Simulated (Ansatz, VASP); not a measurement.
**MoS2: VASP beside Ansatz**

```xyz
3
Lattice="1.6554 0.9557 5.9979 -1.6554 0.9557 5.9979 0.0000 -1.9115 5.9979" Properties=species:S:1:pos:R:3 pbc="T T T"
Mo    0.0000    0.0000    0.0003
S     0.0000    0.0000   13.5589
S     0.0000    0.0000   10.4318
```

Alike in both runs: task single point; functional PBE; dispersion D3(BJ); k mesh 12 × 12 × 12; occupations gaussian, width 0.05 eV; no spin polarisation.

|  | VASP | Ansatz |
| --- | --- | --- |
| version | VASP 6.6.1 | Ansatz 0.2.0 |
| potentials or method | VASP PAW PBE potentials, release 64 (Mo_sv, S), cutoff 520 eV | scalar-relativistic, plane waves, PAW |
| valence electrons in the cell | 26 | 26 |

|  | VASP | Ansatz | Ansatz less VASP |
| --- | --- | --- | --- |
| gap on the k mesh at the Fermi level (eV) | 0.45 | 0.43 | -0.016 |
| least direct gap on the mesh (eV) | 1.35 | 1.34 | -0.003 |
| pressure (GPa) | -11.9 | -11.8 | +0.10 |
| traceless stress, the component that is largest in VASP (GPa) | 4.13 | 4.14 | +0.012 |
| rms of the force components (eV/Å) | 0.389 | 0.385 | -0.0042 |

Atom by atom the forces differ by 0.004 eV/Å (rms over components).
